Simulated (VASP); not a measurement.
# Al3O in VASP: relaxation of the atoms with PBEsol

Aim: the relaxation of the atoms of Al3O with PBEsol.

All numbers are computed with VASP 6.6.1; they aren't measurements. Logs are shortened: lines on timing, memory, paths and dates and some standing lists are left out, and cuts for length are marked.

## 1. The cell of the first run

The cell holds a slab with vacuum, 4 atoms: a = 2.839 Å, b = 2.839 Å, c = 19.641 Å, α = 90.00°, β = 90.00°, γ = 90.00°.

## 2. Relaxation of the atoms, PBEsol

INCAR reads:

```
SYSTEM = Al3O
PREC = Accurate ; ENCUT = 520
EDIFF = 1E-7 ; ISMEAR = 0
SIGMA = 0.1 ; LREAL = .FALSE.
LASPH = .TRUE. ; NELM = 60
ALGO = Normal ; ISIF = 2
LWAVE = .FALSE. ; LCHARG = .FALSE.
LDIPOL = .TRUE. ; IDIPOL = 3
DIPOL = 0.5 0.5 0.347 ; GGA = PS
IBRION = 2 ; NSW = 36
EDIFFG = -0.025
```

KPOINTS reads:

```
regular mesh
0
G
  9 9 1
  0 0 0
```

POSCAR reads:

```
Al3O
1.0
    2.8394270062      0.0000000000      0.0000000000
    0.0000000000      2.8394270062      0.0000000000
    0.0000000000      0.0000000000     19.6413451717
Al O
3 1
Selective dynamics
Direct
    0.5000000000      0.5000000000      0.2036520394  F F F
    0.0000000000      0.0000000000      0.3090064802  F F F
    0.5000000000      0.5000000000      0.4145003868  F F F
    0.5000000000      1.0000000000      0.4600070003  F F T
```

Potentials or basis: VASP PAW PBE potentials, release 64 (Al, O).

The run is started by

```bash
$ cat potpaw_PBE.64/Al/POTCAR potpaw_PBE.64/O/POTCAR > POTCAR
$ mpirun -np 1 vasp_std > vasp.out
```

OUTCAR:

```text
SYSTEM = Al3O
   PREC = Accurate
   ENCUT = 520
   EDIFF = 1E-7
   ISMEAR = 0
   LREAL = .FALSE.
   LASPH = .TRUE.
   NELM = 60
   ISIF = 2
   GGA = PS
   IBRION = 2
   NSW = 36
   EDIFFG = -0.025

 ion  position               nearest neighbor table
   1  0.500  0.500  0.204-   2 2.88   2 2.88   2 2.88   2 2.88
   2  0.000  0.000  0.309-   1 2.88   1 2.88   1 2.88   1 2.88   3 2.89   3 2.89   3 2.89   3 2.89

   3  0.500  0.500  0.415-   4 1.68   4 1.68   2 2.89   2 2.89   2 2.89   2 2.89
   4  0.500  0.000  0.460-   3 1.68   3 1.68

  LATTYP: Found a simple tetragonal cell.
 ALAT       =     2.8394270062
 C/A-ratio  =     6.9173622456

  Lattice vectors:

 A1 = (   2.8394270062,   0.0000000000,   0.0000000000)
 A2 = (   0.0000000000,   2.8394270062,   0.0000000000)
 A3 = (   0.0000000000,   0.0000000000,  19.6413451717)

Analysis of symmetry for initial positions (statically):
=====================================================================
 Subroutine PRICEL returns:
 Original cell was already a primitive cell.

 Routine SETGRP: Setting up the symmetry group for a
 simple tetragonal supercell.

 Subroutine GETGRP returns: Found  4 space group operations
 (whereof  4 operations were pure point group operations)
 out of a pool of 16 trial point group operations.

The static configuration has the point symmetry C_2v.

Analysis of symmetry for dynamics (positions and initial velocities):
=====================================================================
 Subroutine PRICEL returns:
 Original cell was already a primitive cell.

 Routine SETGRP: Setting up the symmetry group for a
 simple tetragonal supercell.

 Subroutine GETGRP returns: Found  4 space group operations
 (whereof  4 operations were pure point group operations)
 out of a pool of 16 trial point group operations.

The dynamic configuration has the point symmetry C_2v.

Analysis of constrained symmetry for selective dynamics:
=====================================================================
 Subroutine PRICEL returns:
 Original cell was already a primitive cell.

 Routine SETGRP: Setting up the symmetry group for a
 simple tetragonal supercell.

 Subroutine GETGRP returns: Found  4 space group operations
[... 127 lines left out ...]
  volume/ion in A,a.u.               =      39.59       267.16
  Fermi-wavevector in a.u.,A,eV,Ry     =   0.746267  1.410241  7.577285  0.556915
  Thomas-Fermi vector in A             =   1.842049
   LORBIT       =      0    0 simple, 1 ext, 2 COOP (PROOUT), +10 PAW based schemes
   GGA     = PS    functional components
   LHFCALC =     F    Hartree Fock is set to
   AEXX    =    0.0000 exact exchange contribution
   IVDW    =     0    specifies the selected vdW correction
   LEPSILON=     F    determine dielectric tensor
   LRPA    =     F    only Hartree local field effects (RPA)
 conjugate gradient relaxation of ions
 non-spin polarized calculation
 Gauss-broadening in eV      SIGMA  =   0.10
  energy-cutoff  :      520.00
  volume of cell :      158.36
 maximum number of plane-waves:      4292
 NGX is ok and might be reduce to    24
   NGX = 11   NGY = 11   NGZ = 73

--------------------------------------- Ionic step        1  -------------------------------------------

 number of electron      15.0000006 magnetization

 Free energy of the ion-electron system (eV)
  ---------------------------------------------------
  ext. energy  EPLUGINS =         0.00000000
  ---------------------------------------------------
  free energy    TOTEN  =       -19.96263002 eV

  energy without entropy =      -19.95711838  energy(sigma->0) =      -19.95987420

------------------------ aborting loop because EDIFF is reached ----------------------------------------

  FORCE on cell =-STRESS in cart. coord.  units (eV):
  Direction    XX          YY          ZZ          XY          YZ          ZX
  --------------------------------------------------------------------------------------
  -------------------------------------------------------------------------------------
  Total        1.2627858      1.7574349      1.1845503      0.0000000      0.0000000      0.0000000
  in kB       12.7763739     17.7810408     11.9848182      0.0000000      0.0000000      0.0000000
  external PRESSURE =      14.1807443 kB  Pullay stress =       0.0000000 kB
[... 63 lines left out ...]
--------------------------------------- Ionic step        3  -------------------------------------------

 number of electron      15.0000005 magnetization

 dipolmoment           0.000000      0.000000      0.135703 electrons x Angstroem

 Free energy of the ion-electron system (eV)
  ---------------------------------------------------
  ext. energy  EPLUGINS =         0.00000000
  ---------------------------------------------------
  free energy    TOTEN  =       -19.96445790 eV

  energy without entropy =      -19.95893155  energy(sigma->0) =      -19.96169472

 E-fermi :  -1.3214     XC(G=0):  -4.4632

 val. band max:       -1.3531582513   @ k =   0.3333   0.2222   0.0000
 cond. band min:      -1.3103619532   @ k =  -0.2222   0.3333   0.0000
 fundamental gap:      0.0427962981
 Fermi energy:        -1.3214300530

 k-point     1 :       0.0000    0.0000    0.0000
  band No.  band energies     occupation
      1     -19.9784      2.00000
      2     -11.4659      2.00000
      3      -8.8466      2.00000
      4      -5.5216      2.00000
      5      -4.8188      2.00000
      6      -3.3503      2.00000
      7      -2.8795      2.00000
      8       0.0334      0.00000
      9       2.4712      0.00000
     10       3.8475      0.00000
     11       5.1306      0.00000
[... 309 lines left out ...]
 k-point    24 :      -0.3333    0.4444    0.0000
  band No.  band energies     occupation
      1     -19.0095      2.00000
      2      -7.3295      2.00000
      3      -6.0177      2.00000
      4      -4.7962      2.00000
      5      -4.3500      2.00000
      6      -3.8841      2.00000
      7      -2.6699      2.00000
      8      -1.0718      0.00041
      9      -0.0050      0.00000
     10       0.5582      0.00000
     11       1.8094      0.00000

 [... further k-points ...]

------------------------ aborting loop because EDIFF is reached ----------------------------------------

 vacuum level on the upper side and lower side of the slab       (xc-potential included)         1.324        -1.629

  FORCE on cell =-STRESS in cart. coord.  units (eV):
  Direction    XX          YY          ZZ          XY          YZ          ZX
  --------------------------------------------------------------------------------------
  -------------------------------------------------------------------------------------
  Total        1.2555094      1.3191298      0.9329970      0.0000000      0.0000000      0.0000000
  in kB       12.7027545     13.3464412      9.4396998      0.0000000      0.0000000      0.0000000
  external PRESSURE =      11.8296318 kB  Pullay stress =       0.0000000 kB
[... 19 lines left out ...]
  FREE ENERGIE OF THE ION-ELECTRON SYSTEM (eV)
  ---------------------------------------------------
  free  energy   TOTEN  =       -19.9644578964 eV

  energy  without entropy=      -19.9589315510  energy(sigma->0) =      -19.96169472

 reached required accuracy - stopping structural energy minimisation

 vacuum level on the upper side and lower side of the slab         5.960         2.912
```

Run time: 52 s. Hardware: 1 thread of Intel Xeon 6975P-C (Granite Rapids), shared host; peak memory 0.3 GiB.

What came out:

| Property | Result |
| --- | --- |
| Free energy | -19.9645 eV |
| Energy gained by relaxing | 0.5 meV/atom |
| Ionic steps | 3 |
| Band gap on the k mesh | zero (an odd number of electrons rules out a gap without spin polarisation) |

Step by step:
```csv
step,energy change (eV),largest force on free atoms (eV/Å),pressure (GPa)
1,0.0000,0.2614,1.42
2,-0.0018,0.0268,1.21
3,-0.0018,0.0002,1.18
```

Final structure:
```xyz
4
Lattice="2.8394 0.0000 0.0000 0.0000 2.8394 0.0000 0.0000 0.0000 19.6413" Properties=species:S:1:pos:R:3 pbc="T T T"
Al    1.4197    1.4197    4.0000
Al    0.0000    0.0000    6.0693
Al    1.4197    1.4197    8.1413
O     1.4197    0.0000    9.0492
```

Levels at points of the mesh, in eV from the Fermi level:
```tsv
k point	band 3	band 4	band 5	band 6	band 7	band 8	band 9	band 10	band 11
(0.00, 0.00, 0.00)	-7.53	-4.20	-3.50	-2.03	-1.56	1.35	3.79	5.17	6.45
```

Caveat: the PAW data sets were made with another functional, which shifts forces and pressure a little; an odd number of electrons without spin polarisation forces a metal; a magnetic or distorted state may lie lower.
